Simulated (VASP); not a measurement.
# RbBr (Pm-3m) in VASP: further runs

The runs below take RbBr through vibrations by perturbation theory, with PBE.

Program: VASP 6.6.1. These are calculated values, not measurements. Logs are shortened: lines on timing, memory, paths and dates and some standing lists are left out, and cuts for length are marked.

**1. The cell of the first run**

It takes space group Pm-3m (No. 221, cubic). Conventional cell: a = 3.707 Å, b = 3.707 Å, c = 3.707 Å, α = 90.00°, β = 90.00°, γ = 90.00°. Rb (site symmetry m-3m) has 8 Br at 3.21 Å and 6 Rb at 3.71 Å within 4.2 Å. Br (site symmetry m-3m) has 8 Rb at 3.21 Å and 6 Br at 3.71 Å within 4.2 Å.

**2. Vibrations by perturbation theory, PBE**

INCAR reads:

```
ALGO = Normal ; EDIFF = 1E-8
ENCUT = 520 ; GGA = PE
IBRION = 8 ; ISIF = 2
ISMEAR = 0 ; LASPH = True
LCHARG = False ; LEPSILON = True
LREAL = False ; LWAVE = False
NBANDS = 15 ; NELM = 60
NSW = 1 ; PREC = Accurate
SIGMA = 0.01
```

KPOINTS reads:

```
k-points
0
Gamma
  6 6 6
```

POSCAR reads:

```
RbBr
1.0
    3.7067319520      0.0000000000      0.0000000000
    0.0000000000      3.7067319520      0.0000000000
    0.0000000000      0.0000000000      3.7067319520
Rb Br
1 1
Direct
    0.0000000000      0.0000000000      0.0000000000
    0.5000000000      0.5000000000      0.5000000000
```

Potentials or basis: VASP PAW PBE potentials, release 64 (Rb_sv, Br).

Run with:

```
$ cat potpaw_PBE.64/Rb_sv/POTCAR potpaw_PBE.64/Br/POTCAR > POTCAR
$ mpirun -np 1 vasp_std > vasp.out
```

OUTCAR:

```text
EDIFF = 1E-8
   ENCUT = 520
   GGA = PE
   IBRION = 8
   ISIF = 2
   ISMEAR = 0
   LASPH = True
   LEPSILON = True
   LREAL = False
   NELM = 60
   NSW = 1
   PREC = Accurate

 ion  position               nearest neighbor table
   1  0.000  0.000  0.000-   2 3.21   2 3.21   2 3.21   2 3.21   2 3.21   2 3.21   2 3.21   2 3.21

   2  0.500  0.500  0.500-   1 3.21   1 3.21   1 3.21   1 3.21   1 3.21   1 3.21   1 3.21   1 3.21

  LATTYP: Found a simple cubic cell.
 ALAT       =     3.7067319520

  Lattice vectors:

 A1 = (   3.7067319520,   0.0000000000,   0.0000000000)
 A2 = (   0.0000000000,   3.7067319520,   0.0000000000)
 A3 = (   0.0000000000,   0.0000000000,   3.7067319520)

Analysis of symmetry for initial positions (statically):
=====================================================================
 Subroutine PRICEL returns:
 Original cell was already a primitive cell.

 Routine SETGRP: Setting up the symmetry group for a
 simple cubic supercell.

 Subroutine GETGRP returns: Found 48 space group operations
 (whereof 48 operations were pure point group operations)
 out of a pool of 48 trial point group operations.

The static configuration has the point symmetry O_h .

Analysis of symmetry for dynamics (positions and initial velocities):
=====================================================================
 Subroutine PRICEL returns:
 Original cell was already a primitive cell.

 Routine SETGRP: Setting up the symmetry group for a
 simple cubic supercell.

 Subroutine GETGRP returns: Found 48 space group operations
 (whereof 48 operations were pure point group operations)
 out of a pool of 48 trial point group operations.

The dynamic configuration has the point symmetry O_h .

 Subroutine INISYM returns: Found 48 space group operations
 (whereof 48 operations are pure point group operations),
 and found     1 'primitive' translations

[... 589 lines left out ...]
 ------------------------------------------------------
           3.519715     0.000000     0.000000
          -0.000000     3.519715    -0.000000
           0.000000    -0.000000     3.519715
 ------------------------------------------------------

 PIEZOELECTRIC TENSOR (including local field effects)  for field in x, y, z        (e  Angst)
          XX          YY          ZZ          XY          YZ          ZX
  --------------------------------------------------------------------------------
  x     0.00000     0.00000     0.00000     0.00000     0.00000     0.00000
  y     0.00000     0.00000     0.00000     0.00000     0.00000     0.00000
  z     0.00000     0.00000     0.00000     0.00000     0.00000     0.00000

 PIEZOELECTRIC TENSOR (including local field effects)  for field in x, y, z        (C/m^2)
          XX          YY          ZZ          XY          YZ          ZX
  --------------------------------------------------------------------------------
  x     0.00000     0.00000     0.00000     0.00000     0.00000     0.00000
  y     0.00000     0.00000     0.00000     0.00000     0.00000     0.00000
  z     0.00000     0.00000     0.00000     0.00000     0.00000     0.00000

 BORN EFFECTIVE CHARGES (including local field effects) (in |e|, cummulative output)
 ---------------------------------------------------------------------------------
 ion    1
    1     1.22048    -0.00000    -0.00000
    2    -0.00000     1.22048    -0.00000
    3     0.00000     0.00000     1.22048
 ion    2
    1    -1.22048     0.00000     0.00000
    2     0.00000    -1.22048     0.00000
    3    -0.00000    -0.00000    -1.22048

 INTERNAL STRAIN TENSOR FOR ION    2 for displacements in x,y,z  (eV/Angst):
          X           Y           Z          XY          YZ          ZX
  --------------------------------------------------------------------------------
  x     0.00000     0.00000     0.00000     0.00000     0.00000     0.00000
  y     0.00000     0.00000     0.00000     0.00000     0.00000     0.00000
  z     0.00000     0.00000     0.00000     0.00000     0.00000     0.00000

 SECOND DERIVATIVES (NOT SYMMETRIZED)
 ------------------------------------
               1X          1Y          1Z          2X          2Y          2Z
  1X    -3.545395   -0.000000    0.000000    3.545395    0.000000   -0.000000
  1Y    -0.000000   -3.545395    0.000000    0.000000    3.545395   -0.000000
  1Z     0.000000    0.000000   -3.545395   -0.000000   -0.000000    3.545395
  2X     3.544467    0.000000   -0.000000   -3.544467   -0.000000    0.000000
  2Y     0.000000    3.544467   -0.000000   -0.000000   -3.544467    0.000000
  2Z    -0.000000   -0.000000    3.544467    0.000000    0.000000   -3.544467

 Eigenvectors and eigenvalues of the dynamical matrix
 ----------------------------------------------------

   1 f  =    4.580349 THz    28.779183 2PiTHz  152.784007 cm-1    18.942794 meV
             X         Y         Z           dx          dy          dz
      0.000000  0.000000  0.000000     0.000000    0.000000   -0.695157
      1.853366  1.853366  1.853366    -0.000000    0.000000    0.718858
[... 21 lines left out ...]
   6 f/i=    0.000300 THz     0.001883 2PiTHz    0.009995 cm-1     0.001239 meV
             X         Y         Z           dx          dy          dz
      0.000000  0.000000  0.000000    -0.031458    0.267522    0.666483
      1.853366  1.853366  1.853366    -0.030421    0.258701    0.644508

--------------------------------------------------------------------------------------------------------

 MACROSCOPIC STATIC DIELECTRIC TENSOR IONIC CONTRIBUTION
 ------------------------------------------------------
           1.492947    -0.000000     0.000000
          -0.000000     1.492947     0.000000
           0.000000     0.000000     1.492947
 ------------------------------------------------------

 ELASTIC MODULI CONTR FROM IONIC RELAXATION (kBar)
 Direction    XX          YY          ZZ          XY          YZ          ZX
 --------------------------------------------------------------------------------
 XX           0.0000      0.0000      0.0000      0.0000      0.0000      0.0000
 YY           0.0000      0.0000      0.0000      0.0000      0.0000      0.0000
 ZZ           0.0000      0.0000      0.0000      0.0000      0.0000      0.0000
 XY           0.0000      0.0000      0.0000      0.0000      0.0000      0.0000
 YZ           0.0000      0.0000      0.0000      0.0000      0.0000      0.0000
 ZX           0.0000      0.0000      0.0000      0.0000      0.0000      0.0000
 --------------------------------------------------------------------------------

 PIEZOELECTRIC TENSOR IONIC CONTR  for field in x, y, z        (C/m^2)
          XX          YY          ZZ          XY          YZ          ZX
  --------------------------------------------------------------------------------
  x     0.00000     0.00000     0.00000     0.00000     0.00000     0.00000
  y     0.00000     0.00000     0.00000     0.00000     0.00000     0.00000
  z     0.00000     0.00000     0.00000     0.00000     0.00000     0.00000
```

OSZICAR:

```text
N       E                     dE             d eps       ncg     rms          rms(c)
DAV:   1     0.793386135315E+02    0.79339E+02   -0.73940E+03   600   0.985E+02
[... 217 lines left out ...]
RMM:   7    -0.142396551669E+00   -0.60542E-07    0.41641E-06  2299   0.153E-03    0.340E-04
RMM:   8    -0.142396462555E+00    0.89114E-07   -0.16779E-06  2441   0.453E-04    0.705E-05
RMM:   9    -0.142395843473E+00    0.61908E-06    0.23091E-06  2503   0.187E-04    0.304E-05
RMM:  10    -0.142395619178E+00    0.22430E-06   -0.14863E-07  2576   0.782E-05    0.185E-05
RMM:  11    -0.142395621288E+00   -0.21107E-08    0.19391E-07  2595   0.399E-05    0.555E-06
RMM:  12    -0.142395628700E+00   -0.74117E-08   -0.10942E-07  2602   0.232E-05    0.140E-06
RMM:  13    -0.142395620873E+00    0.78269E-08    0.45263E-08  2410   0.168E-05    0.105E-06
 Linear response finished
```

stdout:

```text
POSCAR found type information on POSCAR RbBr
 POSCAR found :  2 types and       2 ions
 scaLAPACK will be used
 LDA part: xc-table for (Slater+PW92), standard interpolation
 POSCAR, INCAR and KPOINTS ok, starting setup
 FFT: planning ... GRIDC
 FFT: planning ... GRID_SOFT
 FFT: planning ... GRID
 WAVECAR not read
 entering main loop
[... 24 lines left out ...]
 dielectric tensor                  component  3 :     0.052     0.064     3.520
 Linear response DOF=           2
 Linear response progress:
 first order change of Fermi-energy   0.65082E-03
 force on displaced ion       1 direction 1 :  -3.545  -0.000   0.000
 Born effective charge ion    1 direction 1 :   1.217   0.000   0.000
 Linear response progress:
 first order change of Fermi-energy   0.25573E-04
 force on displaced ion       2 direction 1 :  -3.544   0.000  -0.000
 Born effective charge ion    2 direction 1 :  -1.224   0.000   0.000
 Born effective charges drift removed
 Linear response finished
```

Wall time 5.7 min (1 thread of Intel Xeon Platinum 8259CL at 2.50GHz (Skylake/Cascade Lake), shared host); peak memory 0.22 GiB.

What came out:

- Electronic dielectric tensor (diagonal): 3.52
- Born charges (mean of the diagonal): Rb +1.22; Br -1.22 e
- Highest phonon frequency at Γ, LO-TO splitting left out: 153 cm⁻¹

Phonon frequencies in cm⁻¹ (negative: imaginary):
| q point | frequencies |
| --- | --- |
| (0.000, 0.000, 0.000) | 0 0 0 153 153 153 |

Electronic dielectric tensor:
```
3.52 0.00 0.00
0.00 3.52 0.00
0.00 0.00 3.52
```

Born effective charge tensors (e):
atom 1, Rb
```
1.22 0.00 0.00
0.00 1.22 0.00
0.00 0.00 1.22
```
atom 2, Br
```
-1.22  0.00  0.00
 0.00 -1.22  0.00
 0.00  0.00 -1.22
```

Caveat: the cell stands under pressure or tension, which shifts response properties.

(Part 1 of 2 ends here.)
